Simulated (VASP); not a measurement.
# AlN (P6_3mc) in VASP: relaxation of the atoms with PBE

Aim: the relaxation of the atoms of AlN with PBE.

Program: VASP 6.6.1. These are calculated values, not measurements. Logs are shortened: lines on timing, memory, paths and dates and some standing lists are left out, and cuts for length are marked.

## (1) The cell of the first run

The structure is hexagonal, space group P6_3mc (No. 186). The conventional cell has a = 3.113 Å, b = 3.113 Å, c = 4.981 Å, α = 90.00°, β = 90.00°, γ = 120.00°. N (site symmetry 3m) has 4 Al at 1.89 to 1.90 Å within 2.5 Å. Al (site symmetry 3m) has 4 N at 1.89 to 1.90 Å within 2.5 Å.

## (2) Relaxation of the atoms, PBE

File INCAR:

```
ALGO = Normal
EDIFF = 1E-7
EDIFFG = -0.005
ENCUT = 520
GGA = PE
IBRION = 2
ISIF = 2
ISMEAR = 0
LASPH = T
LCHARG = F
LREAL = Auto
LUSENCCL = F
LWAVE = F
NELM = 100
NSW = 80
PREC = Accurate
SIGMA = 0.01
```

File KPOINTS:

```
k-points
0
Gamma
  1 1 1
```

File POSCAR:

```
AlN
1.0
    9.3390000000      0.0000000000      0.0000000000
    0.0000000000     10.7837483300      0.0000000000
    0.0000000000      0.0000000000      9.9620000000
N Al
48 48
Direct
    0.0000000000      0.0000000000      0.1910000000
    0.0000000000      0.1666666700      0.4410000000
    0.0000000000      0.1666666700      0.9410000000
    0.1666666700      0.9166666700      0.4410000000
    0.1666666700      0.9166666700      0.9410000000
    0.8333333300      0.9166666700      0.4410000000
    0.8333333300      0.9166666700      0.9410000000
    0.3333333300      0.0000000000      0.1910000000
    0.6666666700      0.0000000000      0.1910000000
    0.1666666700      0.2500000000      0.1910000000
    0.1666666700      0.7500000000      0.1910000000
    0.8333333300      0.2500000000      0.1910000000
    0.8333333300      0.7500000000      0.1910000000
    0.0000000000      0.6666666700      0.4410000000
    0.0000000000      0.6666666700      0.9410000000
    0.3333333300      0.1666666700      0.4410000000
    0.3333333300      0.1666666700      0.9410000000
    0.6666666700      0.1666666700      0.4410000000
    0.6666666700      0.1666666700      0.9410000000
    0.0000000000      0.0000000000      0.6910000000
    0.3333333300      0.6666666700      0.4410000000
    0.3333333300      0.6666666700      0.9410000000
    0.6666666700      0.6666666700      0.4410000000
    0.6666666700      0.6666666700      0.9410000000
    0.1666666700      0.4166666700      0.4410000000
    0.1666666700      0.4166666700      0.9410000000
    0.5000000000      0.9166666700      0.4410000000
    0.5000000000      0.9166666700      0.9410000000
    0.8333333300      0.4166666700      0.4410000000
    0.8333333300      0.4166666700      0.9410000000
    0.0000000000      0.5000000000      0.1910000000
    0.5000000000      0.2500000000      0.1910000000
    0.5000000000      0.7500000000      0.1910000000
    0.3333333300      0.0000000000      0.6910000000
    0.6666666700      0.0000000000      0.6910000000
    0.1666666700      0.2500000000      0.6910000000
    0.1666666700      0.7500000000      0.6910000000
    0.8333333300      0.2500000000      0.6910000000
    0.8333333300      0.7500000000      0.6910000000
    0.3333333300      0.5000000000      0.1910000000
    0.6666666700      0.5000000000      0.1910000000
    0.5000000000      0.4166666700      0.4410000000
    0.5000000000      0.4166666700      0.9410000000
    0.0000000000      0.5000000000      0.6910000000
    0.5000000000      0.2500000000      0.6910000000
    0.5000000000      0.7500000000      0.6910000000
    0.3333333300      0.5000000000      0.6910000000
    0.6666666700      0.5000000000      0.6910000000
    0.0000000000      0.1666666700      0.2500000000
    0.1666666700      0.9166666700      0.2500000000
    0.8333333300      0.9166666700      0.2500000000
    0.0000000000      0.0000000000      0.0000000000
    0.0000000000      0.0000000000      0.5000000000
    0.0000000000      0.6666666700      0.2500000000
    0.3333333300      0.1666666700      0.2500000000
    0.6666666700      0.1666666700      0.2500000000
    0.3333333300      0.0000000000      0.0000000000
    0.6666666700      0.0000000000      0.0000000000
    0.1666666700      0.2500000000      0.0000000000
    0.1666666700      0.7500000000      0.0000000000
    0.8333333300      0.2500000000      0.0000000000
    0.8333333300      0.7500000000      0.0000000000
    0.3333333300      0.0000000000      0.5000000000
    0.6666666700      0.0000000000      0.5000000000
    0.1666666700      0.2500000000      0.5000000000
    0.1666666700      0.7500000000      0.5000000000
    0.8333333300      0.2500000000      0.5000000000
    0.8333333300      0.7500000000      0.5000000000
    0.0000000000      0.1666666700      0.7500000000
    0.1666666700      0.9166666700      0.7500000000
    0.8333333300      0.9166666700      0.7500000000
    0.3333333300      0.6666666700      0.2500000000
    0.6666666700      0.6666666700      0.2500000000
    0.1666666700      0.4166666700      0.2500000000
    0.5000000000      0.9166666700      0.2500000000
    0.8333333300      0.4166666700      0.2500000000
    0.0000000000      0.6666666700      0.7500000000
    0.3333333300      0.1666666700      0.7500000000
    0.6666666700      0.1666666700      0.7500000000
    0.0000000000      0.5000000000      0.0000000000
    0.5000000000      0.2500000000      0.0000000000
    0.5000000000      0.7500000000      0.0000000000
    0.0000000000      0.5000000000      0.5000000000
    0.5000000000      0.2500000000      0.5000000000
    0.5000000000      0.7500000000      0.5000000000
    0.3333333300      0.6666666700      0.7500000000
    0.6666666700      0.6666666700      0.7500000000
    0.1666666700      0.4166666700      0.7500000000
    0.5000000000      0.9166666700      0.7500000000
    0.8333333300      0.4166666700      0.7500000000
    0.5000000000      0.4166666700      0.2500000000
    0.3333333300      0.5000000000      0.0000000000
    0.6666666700      0.5000000000      0.0000000000
    0.3333333300      0.5000000000      0.5000000000
    0.6666666700      0.5000000000      0.5000000000
    0.5000000000      0.4166666700      0.7500000000
```

Potentials or basis: VASP PAW PBE potentials, release 64 (N, Al).

Launch:

```console
$ cat potpaw_PBE.64/N/POTCAR potpaw_PBE.64/Al/POTCAR > POTCAR
$ mpirun -np 1 vasp_gam > vasp.out
```

OUTCAR:

```text
EDIFF = 1E-7
   EDIFFG = -0.005
   ENCUT = 520
   GGA = PE
   IBRION = 2
   ISIF = 2
   ISMEAR = 0
   LASPH = T
   LREAL = Auto
   NELM = 100
   NSW = 80
   PREC = Accurate

 ion  position               nearest neighbor table
   1  0.000  0.000  0.191-  50 1.89  51 1.89  49 1.89  52 1.90
   2  0.000  0.167  0.441-  65 1.89  67 1.89  53 1.89  49 1.90
   3  0.000  0.167  0.941-  59 1.89  61 1.89  52 1.89  69 1.90
   4  0.167  0.917  0.441-  63 1.89  53 1.89  66 1.89  50 1.90
   5  0.167  0.917  0.941-  57 1.89  52 1.89  60 1.89  70 1.90
   6  0.833  0.917  0.441-  64 1.89  53 1.89  68 1.89  51 1.90
[... 124 lines left out ...]
  90  0.833  0.417  0.750-  48 1.89  44 1.89  38 1.89  30 1.90  93 3.07  95 3.07  80 3.07  83 3.07
                            61 3.07  67 3.07  96 3.11  87 3.11  79 3.11  77 3.11  69 3.11  88 3.11
  91  0.500  0.417  0.250-  40 1.89  41 1.89  32 1.89  42 1.90  92 3.07  93 3.07  94 3.07  95 3.07
                            81 3.07  84 3.07  74 3.11  76 3.11  55 3.11  56 3.11  72 3.11  73 3.11
  92  0.333  0.500  0.000-  26 1.89  43 1.89  22 1.89  40 1.90  74 3.07  88 3.07  91 3.07  96 3.07
                            86 3.07  72 3.07  80 3.11  60 3.11  59 3.11  81 3.11  82 3.11  93 3.11
  93  0.667  0.500  0.000-  30 1.89  43 1.89  24 1.89  41 1.90  76 3.07  90 3.07  91 3.07  96 3.07
                            87 3.07  73 3.07  80 3.11  62 3.11  61 3.11  81 3.11  82 3.11  92 3.11
  94  0.333  0.500  0.500-  25 1.89  42 1.89  21 1.89  47 1.90  74 3.07  88 3.07  91 3.07  96 3.07
                            86 3.07  72 3.07  83 3.11  66 3.11  65 3.11  84 3.11  85 3.11  95 3.11
  95  0.667  0.500  0.500-  29 1.89  42 1.89  23 1.89  48 1.90  76 3.07  90 3.07  91 3.07  96 3.07
                            87 3.07  73 3.07  83 3.11  68 3.11  67 3.11  84 3.11  85 3.11  94 3.11
  96  0.500  0.417  0.750-  47 1.89  48 1.89  45 1.89  43 1.90  92 3.07  93 3.07  94 3.07  95 3.07
                            81 3.07  84 3.07  88 3.11  90 3.11  86 3.11  87 3.11  78 3.11  79 3.11

  LATTYP: Found a simple orthorhombic cell.
 ALAT       =     9.3390000000
 B/A-ratio  =     1.0667094978
 C/A-ratio  =     1.1547005386

  Lattice vectors:

 A1 = (  -9.3390000000,   0.0000000000,   0.0000000000)
 A2 = (   0.0000000000,   0.0000000000,   9.9620000000)
 A3 = (   0.0000000000,  10.7837483300,   0.0000000000)

Analysis of symmetry for initial positions (statically):
=====================================================================
 Subroutine PRICEL returns following result:

  LATTYP: Found a hexagonal cell.
 ALAT       =     3.1130000623
 C/A-ratio  =     1.6000642147

  Lattice vectors:

 A1 = (  -3.1130000623,  -0.0000000000,   0.0000000000)
 A2 = (   1.5565000311,  -2.6959370825,   0.0000000000)
 A3 = (   0.0000000000,   0.0000000000,   4.9810000000)

  24 primitive cells build up your supercell.

[... 128 lines left out ...]
   EFERMI =   0.00;   METHOD = LEGACY
   ISMEAR =     0;   SIGMA  =   0.01  broadening in eV -4-tet -1-fermi 0-gaus
   EFERMI_NEDOS =   21; number of points for ismear=-14 and -15
   IALGO  =     38    algorithm
   IMIX   =      4    mixing-type and parameters
     AMIX     =   0.40;   BMIX     =  1.00
     AMIX_MAG =   1.60;   BMIX_MAG =  1.00
  volume/ion in A,a.u.               =      10.45        70.52
  Fermi-wavevector in a.u.,A,eV,Ry     =   1.188629  2.246183 19.222843  1.412839
  Thomas-Fermi vector in A             =   2.324754
   LORBIT       =      0    0 simple, 1 ext, 2 COOP (PROOUT), +10 PAW based schemes
   GGA     = PE    functional components
   LHFCALC =     F    Hartree Fock is set to
   AEXX    =    0.0000 exact exchange contribution
   IVDW    =     0    specifies the selected vdW correction
   LEPSILON=     F    determine dielectric tensor
   LRPA    =     F    only Hartree local field effects (RPA)
 conjugate gradient relaxation of ions
 non-spin polarized calculation
 Gauss-broadening in eV      SIGMA  =   0.01
  energy-cutoff  :      520.00
  volume of cell :     1003.27
 maximum number of plane-waves:     13534
 NGX is ok and might be reduce to    70
   NGX = 35   NGY = 41   NGZ = 37

--------------------------------------- Ionic step        1  -------------------------------------------

 number of electron     383.9999971 magnetization

 Free energy of the ion-electron system (eV)
  ---------------------------------------------------
  ext. energy  EPLUGINS =         0.00000000
  ---------------------------------------------------
  free energy    TOTEN  =      -712.95309607 eV

  energy without entropy =     -712.95309607  energy(sigma->0) =     -712.95309607

------------------------ aborting loop because EDIFF is reached ----------------------------------------

  FORCE on cell =-STRESS in cart. coord.  units (eV):
  Direction    XX          YY          ZZ          XY          YZ          ZX
  --------------------------------------------------------------------------------------
  -------------------------------------------------------------------------------------
  Total       26.1874332     17.3744707     19.2883096      0.0000000      0.0000000      0.0000000
  in kB       41.8202725     27.7463276     30.8026509      0.0000000      0.0000000      0.0000000
  external PRESSURE =      33.4564170 kB  Pullay stress =       0.0000000 kB
[... 767 lines left out ...]
--------------------------------------- Ionic step        7  -------------------------------------------

 number of electron     383.9999971 magnetization

 Free energy of the ion-electron system (eV)
  ---------------------------------------------------
  ext. energy  EPLUGINS =         0.00000000
  ---------------------------------------------------
  free energy    TOTEN  =      -712.95788128 eV

  energy without entropy =     -712.95788128  energy(sigma->0) =     -712.95788128

 E-fermi :   6.2865     XC(G=0): -10.9019

 val. band max:        6.1797369163   @ k =   0.0000   0.0000   0.0000
 cond. band min:      10.3607174783   @ k =   0.0000   0.0000   0.0000
 fundamental gap:      4.1809805620
 Fermi energy:         6.2865228531

 k-point     1 :       0.0000    0.0000    0.0000
  band No.  band energies     occupation
      1      -9.0225      2.00000
      2      -8.2747      2.00000
      3      -8.2747      2.00000
      4      -8.1335      2.00000
      5      -8.1335      2.00000
      6      -8.0483      2.00000
[... 196 lines left out ...]
    203      12.0318      0.00000
    204      12.0318      0.00000
 [bands above 204 left out]

------------------------ aborting loop because EDIFF is reached ----------------------------------------

  FORCE on cell =-STRESS in cart. coord.  units (eV):
  Direction    XX          YY          ZZ          XY          YZ          ZX
  --------------------------------------------------------------------------------------
  -------------------------------------------------------------------------------------
  Total       28.1325471     16.5271151     18.0224812      0.0000000      0.0000000      0.0000000
  in kB       44.9265408     26.3931349     28.7811741      0.0000000      0.0000000      0.0000000
  external PRESSURE =      33.3669499 kB  Pullay stress =       0.0000000 kB
[... 111 lines left out ...]
  FREE ENERGIE OF THE ION-ELECTRON SYSTEM (eV)
  ---------------------------------------------------
  free  energy   TOTEN  =      -712.9578812773 eV

  energy  without entropy=     -712.9578812773  energy(sigma->0) =     -712.95788128

 reached required accuracy - stopping structural energy minimisation
```

Wall time 6.9 min (1 × NVIDIA H100 80GB with 1 thread of Intel Xeon Platinum 8481C at 2.70GHz (Sapphire Rapids), shared host); peak memory 1.6 GiB.

Results:

```yaml
Free_energy: -712.9579 eV
Energy_gained_by_relaxing: 0.0 meV/atom
Ionic_steps: 7
Pressure_after_relaxing: 3.3 GPa
Band_gap_on_the_k_mesh: 4.18 eV
```

Forces on the atoms (eV/Å):
```
N    0.000  0.000 -0.001
N    0.000  0.000 -0.001
N    0.000  0.000 -0.001
N    0.000  0.000 -0.001
N    0.000  0.000 -0.001
N    0.000  0.000 -0.001
N    0.000  0.000 -0.001
N    0.000  0.000 -0.001
N    0.000  0.000 -0.001
N    0.000  0.000 -0.001
N    0.000  0.000 -0.001
N    0.000  0.000 -0.001
N    0.000  0.000 -0.001
N    0.000  0.000 -0.001
N    0.000  0.000 -0.001
N    0.000  0.000 -0.001
N    0.000  0.000 -0.001
N    0.000  0.000 -0.001
N    0.000  0.000 -0.001
N    0.000  0.000 -0.001
N    0.000  0.000 -0.001
N    0.000  0.000 -0.001
N    0.000  0.000 -0.001
N    0.000  0.000 -0.001
N    0.000  0.000 -0.001
N    0.000  0.000 -0.001
N    0.000  0.000 -0.001
N    0.000  0.000 -0.001
N    0.000  0.000 -0.001
N    0.000  0.000 -0.001
N    0.000  0.000 -0.001
N    0.000  0.000 -0.001
N    0.000  0.000 -0.001
N    0.000  0.000 -0.001
N    0.000  0.000 -0.001
N    0.000  0.000 -0.001
N    0.000  0.000 -0.001
N    0.000  0.000 -0.001
N    0.000  0.000 -0.001
N    0.000  0.000 -0.001
N    0.000  0.000 -0.001
N    0.000  0.000 -0.001
N    0.000  0.000 -0.001
N    0.000  0.000 -0.001
N    0.000  0.000 -0.001
N    0.000  0.000 -0.001
N    0.000  0.000 -0.001
N    0.000  0.000 -0.001
Al   0.000  0.002  0.001
Al   0.000  0.002  0.001
Al   0.000  0.002  0.001
Al   0.000 -0.002  0.001
Al   0.000 -0.002  0.001
Al   0.000  0.002  0.001
Al   0.000  0.002  0.001
Al   0.000  0.002  0.001
Al   0.000 -0.002  0.001
Al   0.000 -0.002  0.001
Al   0.000 -0.002  0.001
Al   0.000 -0.002  0.001
Al   0.000 -0.002  0.001
Al   0.000 -0.002  0.001
Al   0.000 -0.002  0.001
Al   0.000 -0.002  0.001
Al   0.000 -0.002  0.001
Al   0.000 -0.002  0.001
Al   0.000 -0.002  0.001
Al   0.000 -0.002  0.001
Al   0.000  0.002  0.001
Al   0.000  0.002  0.001
Al   0.000  0.002  0.001
Al   0.000  0.002  0.001
Al   0.000  0.002  0.001
Al   0.000  0.002  0.001
Al   0.000  0.002  0.001
Al   0.000  0.002  0.001
Al   0.000  0.002  0.001
Al   0.000  0.002  0.001
Al   0.000  0.002  0.001
Al   0.000 -0.002  0.001
Al   0.000 -0.002  0.001
Al   0.000 -0.002  0.001
Al   0.000 -0.002  0.001
Al   0.000 -0.002  0.001
Al   0.000 -0.002  0.001
Al   0.000  0.002  0.001
Al   0.000  0.002  0.001
Al   0.000  0.002  0.001
Al   0.000  0.002  0.001
Al   0.000  0.002  0.001
Al   0.000  0.002  0.001
Al   0.000 -0.002  0.001
Al   0.000 -0.002  0.001
Al   0.000 -0.002  0.001
Al   0.000 -0.002  0.001
Al   0.000  0.002  0.001
```

Step by step:
```csv
step,energy change (eV),largest force (eV/Å),pressure (GPa)
1,0.0000,0.0547,3.35
2,-0.0038,0.0231,3.34
3,-0.0041,0.0115,3.34
4,-0.0044,0.0074,3.34
5,-0.0046,0.0106,3.33
6,-0.0047,0.0057,3.33
7,-0.0048,0.0020,3.34
```

Caveat: the k points lie up to 0.67 Å⁻¹ apart. A k mesh can miss the band edges.
